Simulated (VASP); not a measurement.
Set up this calculation in VASP 6.6.1, as the native input.

| Quantity | Value |
| --- | --- |
| Task | single point |
| Functional | PBE |
| Potentials or basis | VASP PAW PBE potentials, release 64 (B, P) |
| Cutoff | 520 eV |
| k mesh | 10 × 10 × 10 |
| Occupations | gaussian, width 0.05 eV |
| Spin | no spin polarisation |
| Dipole correction | no |
| Further INCAR settings | ALGO = Normal; EDIFF = 1e-06; NBANDS = 11 |

The structure of BP lies in POSCAR:

```
BP
1.0
    0.0000000000      2.3423764231      2.3082641451
    2.3423764231      0.0000000000      2.3082641451
    2.3423764231      2.3423764231      0.0000000000
B P
1 1
Direct
    0.0000000000      0.0000000000      0.0000000000
    0.7500000000      0.7500000000      0.7500000000
```

This cell differs from its parent crystal: strain +0.030 along x and y, +0.015 along z.

One way to write it, as run:

INCAR

```
ALGO = Normal ; EDIFF = 1E-6
ENCUT = 520 ; GGA = PE
ISIF = 2 ; ISMEAR = 0
LASPH = True ; LCHARG = True
LELF = True ; LREAL = False
LVHAR = True ; LWAVE = False
NBANDS = 11 ; NELM = 80
PREC = Accurate ; SIGMA = 0.05
```

KPOINTS

```
k-points
0
Gamma
  10 10 10
```

Potentials or basis: VASP PAW PBE potentials, release 64 (B, P).

Launch:

```sh
$ cat potpaw_PBE.64/B/POTCAR potpaw_PBE.64/P/POTCAR > POTCAR
$ mpirun -np 1 vasp_std > vasp.out
```

Results of the run:

* Pressure: -10.6 GPa
* Band gap on the k mesh: 1.13 eV, indirect (least direct gap 3.15 eV)

Caveat: the cell differs from its parent crystal (strain +0.030 along x and y, +0.015 along z).

Wall time 9.5 s on 1 thread of Intel(R) Xeon(R) 6975P-C (Granite Rapids), on a shared host, peak memory 0.15 GiB.
